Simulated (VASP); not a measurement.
# AlN (kx) (F-43m) in VASP: vibrations by perturbation theory with LDA

Aim: the vibrations by perturbation theory of AlN (kx) with LDA.

Everything below comes from runs of VASP 6.6.1. Logs are shortened: lines on timing, memory, paths and dates and some standing lists are left out, and cuts for length are marked.

## 1. The cell of the first run

It takes space group F-43m (No. 216, cubic). The conventional cell has a = 4.368 Å, b = 4.368 Å, c = 4.368 Å, α = 90.00°, β = 90.00°, γ = 90.00°. Within 2.5 Å of Al (site symmetry -43m) lie 4 N at 1.89 Å. N (site symmetry -43m) has 4 Al at 1.89 Å within 2.5 Å.

## 2. Vibrations by perturbation theory, LDA

INCAR

```
SYSTEM = AlN
PREC = Accurate ; ENCUT = 600
EDIFF = 1E-8 ; ISMEAR = 0
SIGMA = 0.01 ; LREAL = .False.
LASPH = .True. ; NELM = 120
ALGO = Normal ; ISIF = 2
LWAVE = .False. ; LCHARG = .False.
IBRION = 8 ; NSW = 1
LEPSILON = .True. ; GGA_COMPAT = .False.
```

KPOINTS

```
Automatic mesh
0
Gamma
  10 10 10
  0 0 0
```

POSCAR

```
AlN
1.0
    0.0000000000      2.1839935600      2.1839935600
    2.1839935600      0.0000000000      2.1839935600
    2.1839935600      2.1839935600      0.0000000000
Al N
1 1
Direct
    0.0000000000      0.0000000000      0.0000000000
    0.2500000000      0.2500000000      0.2500000000
```

Potentials or basis: VASP PAW LDA potentials, release 64 (Al, N).

On the command line:

```bash
> cat potpaw_LDA.64/Al/POTCAR potpaw_LDA.64/N/POTCAR > POTCAR
> mpirun -np 1 vasp_std > vasp.out
```

OUTCAR:

```text
SYSTEM = AlN
   PREC = Accurate
   ENCUT = 600
   EDIFF = 1E-8
   ISMEAR = 0
   LREAL = .False.
   LASPH = .True.
   NELM = 120
   ISIF = 2
   IBRION = 8
   NSW = 1
   LEPSILON = .True.

 ion  position               nearest neighbor table
   1  0.000  0.000  0.000-   2 1.89   2 1.89   2 1.89   2 1.89
   2  0.250  0.250  0.250-   1 1.89   1 1.89   1 1.89   1 1.89

  LATTYP: Found a face centered cubic cell.
 ALAT       =     4.3679871200

  Lattice vectors:

 A1 = (   0.0000000000,   2.1839935600,   2.1839935600)
 A2 = (   2.1839935600,   0.0000000000,   2.1839935600)
 A3 = (   2.1839935600,   2.1839935600,   0.0000000000)

Analysis of symmetry for initial positions (statically):
=====================================================================
 Subroutine PRICEL returns:
 Original cell was already a primitive cell.

 Routine SETGRP: Setting up the symmetry group for a
 face centered cubic supercell.

 Subroutine GETGRP returns: Found 24 space group operations
 (whereof 24 operations were pure point group operations)
 out of a pool of 48 trial point group operations.

The static configuration has the point symmetry T_d .

Analysis of symmetry for dynamics (positions and initial velocities):
=====================================================================
 Subroutine PRICEL returns:
 Original cell was already a primitive cell.

 Routine SETGRP: Setting up the symmetry group for a
 face centered cubic supercell.

 Subroutine GETGRP returns: Found 24 space group operations
 (whereof 24 operations were pure point group operations)
 out of a pool of 48 trial point group operations.

The dynamic configuration has the point symmetry T_d .

 Subroutine INISYM returns: Found 24 space group operations
 (whereof 24 operations are pure point group operations),
 and found     1 'primitive' translations

----------------------------------------------------------------------------------------

[... 497 lines left out ...]
 MACROSCOPIC STATIC DIELECTRIC TENSOR (including local field effects in DFT)
 ------------------------------------------------------
           4.571329     0.000000     0.000000
           0.000000     4.571329    -0.000000
           0.000000     0.000000     4.571329
 ------------------------------------------------------

 PIEZOELECTRIC TENSOR (including local field effects)  for field in x, y, z        (e  Angst)
          XX          YY          ZZ          XY          YZ          ZX
  --------------------------------------------------------------------------------
  x     0.00000     0.00000     0.00000     0.00000    -0.80132     0.00000
  y     0.00000     0.00000     0.00000     0.00000     0.00000    -0.80132
  z    -0.00000    -0.00000     0.00000    -0.80132     0.00000     0.00000

 PIEZOELECTRIC TENSOR (including local field effects)  for field in x, y, z        (C/m^2)
          XX          YY          ZZ          XY          YZ          ZX
  --------------------------------------------------------------------------------
  x     0.00000     0.00000     0.00000     0.00000    -0.61621     0.00000
  y     0.00000     0.00000     0.00000     0.00000     0.00000    -0.61621
  z    -0.00000    -0.00000     0.00000    -0.61621     0.00000     0.00000

 BORN EFFECTIVE CHARGES (including local field effects) (in |e|, cummulative output)
 ---------------------------------------------------------------------------------
 ion    1
    1     2.53234     0.00000    -0.00000
    2     0.00000     2.53234     0.00000
    3    -0.00000     0.00000     2.53234
 ion    2
    1    -2.53234    -0.00000     0.00000
    2     0.00000    -2.53234    -0.00000
    3     0.00000    -0.00000    -2.53234

 INTERNAL STRAIN TENSOR FOR ION    2 for displacements in x,y,z  (eV/Angst):
          X           Y           Z          XY          YZ          ZX
  --------------------------------------------------------------------------------
  x    -0.00000     0.00000     0.00000     0.00000    -8.69163     0.00000
  y     0.00000    -0.00000     0.00000     0.00000     0.00000    -8.69163
  z     0.00000     0.00000    -0.00000    -8.69163     0.00000     0.00000

 SECOND DERIVATIVES (NOT SYMMETRIZED)
 ------------------------------------
               1X          1Y          1Z          2X          2Y          2Z
  1X   -14.475752    0.000000    0.000000   14.475752    0.000000    0.000000
  1Y     0.000000  -14.475752    0.000000    0.000000   14.475752    0.000000
  1Z     0.000000    0.000000  -14.475752    0.000000    0.000000   14.475752
  2X    14.479672    0.000000    0.000000  -14.479672    0.000000    0.000000
  2Y     0.000000   14.479672    0.000000    0.000000  -14.479672    0.000000
  2Z     0.000000    0.000000   14.479672    0.000000    0.000000  -14.479672

 Eigenvectors and eigenvalues of the dynamical matrix
 ----------------------------------------------------

   1 f  =   19.592869 THz   123.105624 2PiTHz  653.547748 cm-1    81.029557 meV
             X         Y         Z           dx          dy          dz
      0.000000  0.000000  0.000000     0.546686   -0.206668   -0.000000
      1.091997  1.091997  1.091997    -0.759007    0.286934   -0.000000
[... 21 lines left out ...]
   6 f/i=    0.001258 THz     0.007903 2PiTHz    0.041958 cm-1     0.005202 meV
             X         Y         Z           dx          dy          dz
      0.000000  0.000000  0.000000     0.370648   -0.467975   -0.549584
      1.091997  1.091997  1.091997     0.266965   -0.337065   -0.395846

--------------------------------------------------------------------------------------------------------

 MACROSCOPIC STATIC DIELECTRIC TENSOR IONIC CONTRIBUTION
 ------------------------------------------------------
           3.847026     0.000000    -0.000000
           0.000000     3.847026     0.000000
          -0.000000     0.000000     3.847026
 ------------------------------------------------------

 ELASTIC MODULI CONTR FROM IONIC RELAXATION (kBar)
 Direction    XX          YY          ZZ          XY          YZ          ZX
 --------------------------------------------------------------------------------
 XX          -0.0000     -0.0000     -0.0000     -0.0000     -0.0000     -0.0000
 YY          -0.0000     -0.0000     -0.0000     -0.0000     -0.0000     -0.0000
 ZZ          -0.0000     -0.0000     -0.0000     -0.0000     -0.0000     -0.0000
 XY          -0.0000     -0.0000     -0.0000   -375.1992      0.0000      0.0000
 YZ          -0.0000     -0.0000     -0.0000      0.0000   -375.1992      0.0000
 ZX          -0.0000     -0.0000     -0.0000      0.0000      0.0000   -375.1992
 --------------------------------------------------------------------------------

 PIEZOELECTRIC TENSOR IONIC CONTR  for field in x, y, z        (C/m^2)
          XX          YY          ZZ          XY          YZ          ZX
  --------------------------------------------------------------------------------
  x     0.00000     0.00000     0.00000    -0.00000     1.13049     0.00000
  y     0.00000     0.00000     0.00000     0.00000     0.00000     1.13049
  z     0.00000     0.00000     0.00000     1.13049    -0.00000     0.00000
```

stdout:

```text
POSCAR found type information on POSCAR AlN
 POSCAR found :  2 types and       2 ions
 scaLAPACK will be used
 LDA part: xc-table for (Slater(with rela. corr.)+CA(PZ))
 , standard interpolation
 POSCAR, INCAR and KPOINTS ok, starting setup
 FFT: planning ... GRIDC
 FFT: planning ... GRID_SOFT
 FFT: planning ... GRID
[... 24 lines left out ...]
 Linear response to external field, progress :
  Direction:   3
 dielectric tensor                  component  3 :     0.435     0.642     4.571
 Linear response DOF=           2
 Linear response progress:
 first order change of Fermi-energy   0.30024E-01
 force on displaced ion       1 direction 1 : -14.476   0.000   0.000
 Born effective charge ion    1 direction 1 :   2.532   0.000   0.000
 Linear response progress:
 first order change of Fermi-energy  -0.29702E-01
 force on displaced ion       2 direction 1 : -14.480  -0.000  -0.000
 Born effective charge ion    2 direction 1 :  -2.533   0.000   0.000
 Born effective charges drift removed
 Linear response finished
```

Run time: 3.2 min. Hardware: 1 thread of Intel Xeon 6975P-C, shared host; peak memory 0.23 GiB.

Results:

| Property | Result |
| --- | --- |
| Electronic dielectric tensor (diagonal) | 4.57 |
| Born charges (mean of the diagonal) | Al +2.53; N -2.53 e |
| Highest phonon frequency at Γ, LO-TO splitting left out | 654 cm⁻¹ |

Phonon frequencies in cm⁻¹ (negative: imaginary):
| q point | frequencies |
| --- | --- |
| (0.000, 0.000, 0.000) | 0 0 0 654 654 654 |

Electronic dielectric tensor:
```
4.57 0.00 0.00
0.00 4.57 0.00
0.00 0.00 4.57
```

Born effective charge tensors (e):
atom 1, Al
```
2.53 0.00 0.00
0.00 2.53 0.00
0.00 0.00 2.53
```
atom 2, N
```
-2.53  0.00  0.00
 0.00 -2.53  0.00
 0.00  0.00 -2.53
```

Caveat: the cell wasn't relaxed at this level first, which shifts response properties.
